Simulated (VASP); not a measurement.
Here is a VASP 6.6.1 calculation.

The input INCAR:

```
PREC = Accurate
ENCUT = 520
EDIFF = 1E-7
ISMEAR = 0
SIGMA = 0.1
LREAL = Auto
LASPH = T
NELM = 80
ALGO = Normal
ISIF = 2
LWAVE = F
LCHARG = T
GGA = PE
LELF = T
LVHAR = T
NBANDS = 78
```

The input KPOINTS:

```
regular mesh
0
Gamma
  4 4 4
```

File POSCAR:

```
C
1.0
   -4.9330325265     -4.2721314856      0.0000000000
    1.2332581316     -6.4081972285      0.0000000000
   -1.2332581316     -3.5601095714      8.5756686354
C
29
Direct
    0.7981420618      1.0126027663      0.7391525104
    0.9411478268      0.5841730699      0.7384790935
    0.5122698761      0.8697946675      0.7392713349
    0.6555029499      0.4412816943      0.7388225070
    0.2265637872      0.7267867312      0.7394657221
    0.3693767803      0.2982116435      0.7394488138
    0.0841969505      0.1559516199      0.7379317309
    0.4647274253      0.6791612377      0.7394393685
    0.6075541171      0.2506745261      0.7393157630
    0.1788879577      0.5363715185      0.7393459647
    0.3219035272      0.1080013623      0.7388201748
    0.8938324090      0.3940107597      0.7377957649
    0.0363824416      0.9652340555      0.7387666512
    0.7505611637      0.8220665942      0.7390972377
    0.9629073753      0.0242935273      0.2608673557
    0.0861354145      0.5919953104      0.2954517143
    0.6614484827      0.8789133623      0.2923468836
    0.8048716311      0.4557137178      0.2904880198
    0.3762151834      0.7365768939      0.2915899746
    0.5127692142      0.3130303378      0.2861825829
    0.2347125112      0.1640231389      0.2897693586
    0.6136391387      0.6879063916      0.2957428870
    0.7601551623      0.2788000841      0.2609513141
    0.3264363449      0.5459786202      0.2912978691
    0.4690917093      0.1198301676      0.2894745711
    0.0404375007      0.4031414282      0.2925283271
    0.1931649152     -0.0271966227      0.2868853852
    0.8983787354      0.8278640818      0.2898951797
    0.9156871792      0.2039743519      0.1066487103
```

Potentials or basis: VASP PAW PBE potentials, release 64 (C).

Command:

```bash
$ cat potpaw_PBE.64/C/POTCAR > POTCAR
$ mpirun -np 1 vasp_std > vasp.out
```

**Question.** Estimate the band gap on the k mesh.

**Answer.** Zero (bands 58 and 59 overlap by 0.06 eV).

**Question.** What does it give for the pressure?

**Answer.** 2.2 GPa.

Forces in eV/Å, atoms in the order of the input:
```
C    0.001 -0.006 -0.003
C    0.004 -0.002  0.001
C   -0.004  0.003 -0.003
C    0.002  0.001  0.001
C    0.003  0.006 -0.001
C    0.010  0.004 -0.001
C   -0.001 -0.002  0.002
C    0.002 -0.001  0.003
C    0.004 -0.002  0.003
C    0.001 -0.001  0.001
C   -0.002  0.007 -0.001
C    0.003  0.002 -0.003
C   -0.003 -0.007 -0.001
C    0.008 -0.005  0.002
C   -0.032  0.017  0.038
C   -0.003 -0.005  0.007
C    0.004 -0.004  0.001
C   -0.005  0.012  0.001
C   -0.004  0.005 -0.002
C   -0.011 -0.004  0.005
C    0.003  0.003  0.002
C   -0.005  0.007  0.003
C    0.030 -0.010  0.027
C    0.003 -0.009  0.009
C   -0.007  0.000  0.002
C   -0.009  0.002  0.000
C    0.008 -0.001  0.006
C    0.000 -0.013 -0.001
C   -0.002  0.001 -0.098
```
